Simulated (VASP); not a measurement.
# C (Cmmm) in VASP: further runs, part 2 of 2

VASP 6.6.1. The steps go on from the part before.

## 3. Single point, PBEsol+D3(BJ)

Input file INCAR:

```
SYSTEM = C
PREC = Accurate ; ENCUT = 520
EDIFF = 1E-6 ; ISMEAR = 0
SIGMA = 0.15 ; LREAL = .FALSE.
LASPH = .TRUE. ; NELM = 60
ALGO = Normal ; ISIF = 2
LWAVE = .FALSE. ; LCHARG = .FALSE.
GGA = PS ; IVDW = 12
NBANDS = 11
```

Input file KPOINTS:

```
regular mesh
0
G
  21 21 12
  0 0 0
```

Input file POSCAR:

```
C
1.0
    2.4987011397      0.0000000000      0.0000000000
   -1.2493505699      2.1639386634      0.0000000000
    0.0000000000      0.0000000000      3.5884245947
C
2
Direct
    0.3474284648      0.6948569296      0.0000000000
    0.6525715352      0.3051430704      0.0000000000
```

Potentials or basis: VASP PAW PBE potentials, release 64 (C).

On the command line:

```
$ cat potpaw_PBE.64/C/POTCAR > POTCAR
$ mpirun -np 1 vasp_std > vasp.out
```

It took 1.7 min on 1 thread of Intel Xeon 6975P-C, shared host; peak memory 0.26 GiB.

It converged, with:

- Free energy: -19.0533 eV
- Pressure: -5.5 GPa
- Largest force: 6.794 eV/Å
- Band gap on the k mesh: zero (band 4 reaches 4.13 eV, above the bottom of band 5 at 3.27 eV)
- Dispersion energy per atom: -0.102 eV

Forces in eV/Å, atoms in the order of the input:
```
C    0.000 -6.794  0.000
C    0.000  6.794  0.000
```

Stress tensor (GPa, compression positive):
```
-19.23   0.00   0.00
  0.00   3.22   0.00
  0.00   0.00  -0.59
```

Levels at points of the mesh, in eV from the Fermi level:
```csv
k point,band 2,band 3,band 4,band 5,band 6,band 7
"(0.00, 0.00, 0.00)",-6.45,-4.42,-0.97,3.98,5.98,10.02
"(0.00, 0.00, 0.50)",-7.89,-4.40,-0.95,6.03,9.18,10.13
```

Caveat: the PAW data sets were made with another functional, which shifts forces and pressure a little.

## 4. Single point, PBEsol+D3(BJ)

Input file INCAR:

```
SYSTEM = C
  PREC = Accurate
  ENCUT = 520
  EDIFF = 1E-7
  ISMEAR = 0
  SIGMA = 0.15
  LREAL = .False.
  LASPH = .True.
  NELM = 100
  ALGO = Normal
  ISIF = 2
  LWAVE = .False.
  LCHARG = .False.
  GGA = PS
  IVDW = 12
  NBANDS = 11
```

Input file KPOINTS:

```
regular mesh
0
Gamma
  21 21 12
  0 0 0
```

Input file POSCAR:

```
C
1.0
    2.4987011397      0.0000000000      0.0000000000
   -1.2493505699      2.1639386634      0.0000000000
    0.0000000000      0.0000000000      3.5884245947
C
2
Direct
    0.3380317105      0.6760634210      0.0000000000
    0.6619682895      0.3239365790      0.0000000000
```

On the command line:

```
$ cat potpaw_PBE.64/C/POTCAR > POTCAR
$ mpirun -np 1 vasp_std > vasp.out
```

Run time: 1.8 min. Hardware: 1 thread of Intel Xeon 6975P-C, shared host; peak memory 0.26 GiB.

The run converged. Its results:

| Property | Result |
| --- | --- |
| Free energy | -19.4082 eV |
| Pressure | -11.4 GPa |
| Largest force | 2.084 eV/Å |
| Band gap on the k mesh | zero (band 4 reaches 4.02 eV, above the bottom of band 5 at 3.62 eV) |
| Dispersion energy per atom | -0.102 eV |

Forces on the atoms (eV/Å):
```
C    0.000 -2.084  0.000
C    0.000  2.084  0.000
```

Stress tensor (GPa, compression positive):
```
-19.99   0.00   0.00
  0.00 -13.67   0.00
  0.00   0.00  -0.40
```

Levels at points of the mesh, in eV from the Fermi level:
| k point | band 2 | band 3 | band 4 | band 5 | band 6 | band 7 |
| --- | --- | --- | --- | --- | --- | --- |
| (0.00, 0.00, 0.00) | -6.62 | -3.58 | -2.41 | 3.75 | 7.25 | 8.76 |
| (0.00, 0.00, 0.50) | -8.07 | -3.56 | -2.39 | 7.31 | 8.83 | 9.03 |

Caveat: the PAW data sets were made with another functional, which shifts forces and pressure a little.

## 5. Single point, PBEsol+D3(BJ)

Input file INCAR:

```
SYSTEM = C
PREC = Accurate
ENCUT = 520
EDIFF = 1E-7
ISMEAR = 0
SIGMA = 0.15
LREAL = .False.
LASPH = .True.
NELM = 100
ALGO = Normal
ISIF = 2
LWAVE = .False.
LCHARG = .True.
GGA = PS
IVDW = 12
LELF = .True.
LVHAR = .True.
NBANDS = 11
```

KPOINTS is that of step 4.

Input file POSCAR:

```
C
1.0
    2.4987011397      0.0000000000      0.0000000000
   -1.2493505699      2.1639386634      0.0000000000
    0.0000000000      0.0000000000      3.5884245947
C
2
Direct
    0.3239365790      0.6478731580      0.0000000000
    0.6760634210      0.3521268420      0.0000000000
```

Potentials or basis: VASP PAW PBE potentials, release 64 (C).

On the command line:

```
$ cat potpaw_PBE.64/C/POTCAR > POTCAR
$ mpirun -np 1 vasp_std > vasp.out
```

OUTCAR:

```text
SYSTEM = C
   PREC = Accurate
   ENCUT = 520
   EDIFF = 1E-7
   ISMEAR = 0
   LREAL = .False.
   LASPH = .True.
   NELM = 100
   ISIF = 2
   GGA = PS
   IVDW = 12
 IVDW          = 12

 ion  position               nearest neighbor table
   1  0.324  0.648  0.000-   2 1.40   2 1.40   2 1.52
   2  0.676  0.352  0.000-   1 1.40   1 1.40   1 1.52

  LATTYP: Found a hexagonal cell.
 ALAT       =     2.4987011397
 C/A-ratio  =     1.4361159635

  Lattice vectors:

[... 521 lines left out ...]
 [... further k-points ...]

------------------------ aborting loop because EDIFF is reached ----------------------------------------

 Edisp (eV)   -0.20372

 E8    (eV) :    -0.0989

  FORCE on cell =-STRESS in cart. coord.  units (eV):
  Direction    XX          YY          ZZ          XY          YZ          ZX
  --------------------------------------------------------------------------------------
  -------------------------------------------------------------------------------------
  Total      -1.09829    -2.38165    -0.05619     0.00000     0.00000     0.00000
  in kB     -90.69133  -196.66399    -4.63999     0.00000     0.00000     0.00000
  external pressure =      -97.33 kB  Pullay stress =        0.00 kB

 VOLUME and BASIS-vectors are now :
 -----------------------------------------------------------------------------
  energy-cutoff  :      520.00
  volume of cell :       19.40
      direct lattice vectors                 reciprocal lattice vectors
     2.498701140  0.000000000  0.000000000     0.400207926  0.231060154  0.000000000
    -1.249350570  2.163938663  0.000000000     0.000000000  0.462120307  0.000000000
     0.000000000  0.000000000  3.588424595     0.000000000  0.000000000  0.278673823

 POSITION                                       TOTAL-FORCE (eV/Angst)
 -----------------------------------------------------------------------------------
     -0.00000      1.40196      0.00000        -0.000000      3.575580      0.000000
      1.24935      0.76198      0.00000         0.000000     -3.575580      0.000000
 -----------------------------------------------------------------------------------
    total drift:                                0.000000     -0.000000      0.000000

  FREE ENERGIE OF THE ION-ELECTRON SYSTEM (eV)
  ---------------------------------------------------
  free  energy   TOTEN  =       -19.2987996582 eV

  energy  without entropy=      -19.2982090438  energy(sigma->0) =      -19.29850435
```

OSZICAR:

```text
N       E                     dE             d eps       ncg     rms          rms(c)
DAV:   1     0.538106340319E+01    0.53811E+01   -0.43411E+03 19101   0.652E+02
DAV:   2    -0.195389159722E+02   -0.24920E+02   -0.23628E+02 24924   0.128E+02
DAV:   3    -0.201679291377E+02   -0.62901E+00   -0.62729E+00 23827   0.170E+01
DAV:   4    -0.201703918925E+02   -0.24628E-02   -0.24625E-02 21720   0.129E+00
DAV:   5    -0.201704021132E+02   -0.10221E-04   -0.10221E-04 23395   0.764E-02    0.611E+00
DAV:   6    -0.193551072335E+02    0.81529E+00   -0.64525E-01 21360   0.477E+00    0.352E+00
DAV:   7    -0.190923588092E+02    0.26275E+00   -0.74993E-01 21799   0.518E+00    0.898E-01
DAV:   8    -0.190953537404E+02   -0.29949E-02   -0.21758E-02 20504   0.943E-01    0.133E-01
DAV:   9    -0.190949844464E+02    0.36929E-03   -0.74994E-04 21886   0.173E-01    0.596E-02
DAV:  10    -0.190950752378E+02   -0.90791E-04   -0.17585E-04 20334   0.861E-02    0.269E-02
DAV:  11    -0.190950792364E+02   -0.39986E-05   -0.90731E-06 22111   0.177E-02    0.482E-03
DAV:  12    -0.190950799243E+02   -0.68789E-06   -0.95050E-07 20507   0.636E-03    0.146E-03
DAV:  13    -0.190950799121E+02    0.12208E-07   -0.63339E-08 22542   0.160E-03
   1 F= -.19298800E+02 E0= -.19298504E+02  d E =-.590614E-03
```

stdout:

```text
POSCAR found type information on POSCAR C
 POSCAR found :  1 types and       2 ions
 scaLAPACK will be used
 -----------------------------------------------------------------------------
|                                                                             |
|                                                                             |
|     You enforced a specific xc type in the INCAR file but a different       |
|     I HOPE YOU KNOW WHAT YOU ARE DOING!                                     |
|                                                                             |
 -----------------------------------------------------------------------------

 LDA part: xc-table for (Slater+PW92), standard interpolation
 POSCAR, INCAR and KPOINTS ok, starting setup
 FFT: planning ... GRIDC
 FFT: planning ... GRID_SOFT
 FFT: planning ... GRID
 WAVECAR not read
 entering main loop
```

It took 2.1 min on 1 thread of Intel Xeon 6975P-C, shared host; peak memory 0.26 GiB.

What came out:

| Quantity | Value |
| --- | --- |
| Free energy | -19.2988 eV |
| Pressure | -9.7 GPa |
| Largest force | 3.576 eV/Å |
| Band gap on the k mesh | zero (band 4 reaches 3.91 eV, above the bottom of band 5 at 3.68 eV) |
| Dispersion energy per atom | -0.102 eV |

Forces on the atoms (eV/Å):
```
C    0.000  3.576  0.000
C    0.000 -3.576  0.000
```

Caveat: the PAW data sets were made with another functional, which shifts forces and pressure a little.
